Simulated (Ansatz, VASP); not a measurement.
BN in VASP and in Ansatz

```
B N
1.0
     2.50876    0.00000    0.00000
    -1.25438    2.21610    0.00000
     0.00000    0.00000   26.00000
B N
1 1
Cartesian
  0.0000 -0.0026 13.0000
  1.2544 0.7413 13.0000
```

Change from the starting cell: strain along y +0.020, atoms relaxed.

Alike in both runs: functional PBE; dispersion D3(BJ); k mesh 12 × 12 × 1; occupations gaussian, width 0.02 eV; no spin polarisation.

Ansatz relaxed the structure, and its values are those at the end. VASP's run is a single point on that final structure, the one shown.

|  | VASP | Ansatz |
| --- | --- | --- |
| version | VASP 6.6.1 | Ansatz 0.2.0 |
| potentials or method | VASP PAW PBE potentials, release 64 (B, N), cutoff 520 eV | scalar-relativistic, plane waves, PAW |
| valence electrons in the cell | 8 | 8 |

```tsv
	VASP	Ansatz	Ansatz less VASP
gap on the k mesh at the Fermi level (eV)	4.60	4.60	+0.003
least direct gap on the mesh (eV)	4.60	4.60	+0.003
rms of the force components (eV/Å)	0.004	0.004	+0.0007
```

Ansatz's warnings: stress scf threshold loose.
